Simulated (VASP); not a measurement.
RbCd (NaTl type):

```xyz
4
Lattice="0.0000 4.7376 4.7376 4.7376 0.0000 4.7376 4.7376 4.7376 0.0000" Properties=species:S:1:pos:R:3 pbc="T T T"
Rb    1.1844    1.1844    1.1844
Rb   -1.1844   -1.1844   -1.1844
Cd    3.5532    3.5532    3.5532
Cd   -3.5532   -3.5532   -3.5532
```

```yaml
Program: VASP 6.6.1
Task: relaxation of cell and atoms
Functional: PBE
Potentials_or_basis: VASP PAW PBE potentials, release 64 (Rb_sv, Cd)
Cutoff: 600 eV
k_mesh: 7 × 7 × 7
Occupations: fermi-dirac, width 0.05 eV
Spin: no spin polarisation
```

At the start: pressure -0.9 GPa; volume 53.17 Å³/atom.

**Question.** How do energy, volume and symmetry change on relaxing?

**Answer.** Over 6 steps the energy falls by 37.7 meV/atom and the volume is 42.30 Å³/atom (-20.4 %); space group Fd-3m (No. 227, to 0.1 Å) before and after.

The path:
```
step  energy change (eV)  largest force (eV/Å)  pressure (GPa)  volume (Å³)
   1              0.0000                0.0000           -0.87       212.66
   2             -0.0454                0.0000           -0.79       203.92
   3             -0.1396                0.0000           -0.34       179.12
   4              0.0818                0.0000            2.72       135.73
   5             -0.1495                0.0000           -0.12       172.44
   6             -0.1507                0.0000            0.01       169.20
```

Final structure:
```
Rb Cd
1.0
     0.00000    4.38989    4.38989
     4.38989    0.00000    4.38989
     4.38989    4.38989    0.00000
Rb Cd
2 2
Direct
  0.12500 0.12500 0.12500
  0.87500 0.87500 0.87500
  0.37500 0.37500 0.37500
  0.62500 0.62500 0.62500
```

Caveat: the volume moved by over 15 % at a fixed basis, so the end points are rough.
